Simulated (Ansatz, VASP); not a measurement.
## One calculation of CuO, two programs

```xyz
4
Lattice="3.1366 0.0000 0.0000 -1.5683 2.7163 0.0000 0.0000 0.0000 4.3716" Properties=species:S:1:pos:R:3 pbc="T T T"
Cu    0.0000    0.0000    0.0000
Cu    0.0000    0.0000    2.1858
O     0.0000    1.8109    1.0929
O     1.5683    0.9054    3.2787
```

Alike in both runs: task single point; functional PBE; k mesh 10 × 10 × 6; occupations fermi-dirac, width 0.05 eV; no spin polarisation.

|  | VASP | Ansatz |
| --- | --- | --- |
| version | VASP 6.6.1 | Ansatz 0.2.0 |
| potentials or method | VASP PAW PBE potentials, release 64 (Cu, O) | Ansatz PAW |
| plane-wave cutoff (eV) | 520 | 420 |
| valence electrons in the cell | 34 | 50 |

```csv
,VASP,Ansatz,Ansatz less VASP
gap on the k mesh at the Fermi level (eV),none,none,-
pressure (GPa),15.3,14.9,-0.48
"traceless stress, the component that is largest in VASP (GPa)",34.93,34.67,-0.259
```

A gap of «none» marks a metal or a gap that the smearing closes. The functional is the same, so the differences come from potentials, cutoffs and numerics. VASP's potentials hold 34 valence electrons a cell and Ansatz's 50, so a difference there can come from the potentials and not from the codes.
